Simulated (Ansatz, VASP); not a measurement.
**MoS2 in VASP and in Ansatz**

```xyz
6
Lattice="3.1413 0.0000 0.0000 -1.5706 2.7204 0.0000 0.0000 0.0000 12.4981" Properties=species:S:1:pos:R:3 pbc="T T T"
Mo    0.0000    1.8136    3.1245
Mo    1.5706    0.9068    9.3736
S     1.5706    0.9068    4.6908
S     1.5706    0.9068    1.5583
S     0.0000    1.8136   10.9398
S     0.0000    1.8136    7.8073
```

Change from the starting cell: epitaxial_xy strain -1.0%.

Alike in both runs: task single point; functional PBE; k mesh 12 × 12 × 2; occupations fermi-dirac, width 0.02 eV; no spin polarisation.

|  | VASP | Ansatz |
| --- | --- | --- |
| version | VASP 6.6.1 | Ansatz 0.2.0 |
| potentials or method | VASP PAW PBE potentials, release 64 (Mo_sv, S) | plane waves, PAW |
| plane-wave cutoff (eV) | 520 | 420 |
| valence electrons in the cell | 52 | 52 |

```tsv
	VASP	Ansatz	Ansatz less VASP
gap on the k mesh at the Fermi level (eV)	1.00	0.98	-0.014
pressure (GPa)	4.2	4.3	+0.13
traceless stress, the component that is largest in VASP (GPa)	-0.93	-0.89	+0.038
rms of the force components (eV/Å)	0.050	0.056	+0.0065
```

Atom by atom the forces differ by 0.006 eV/Å (rms over components).
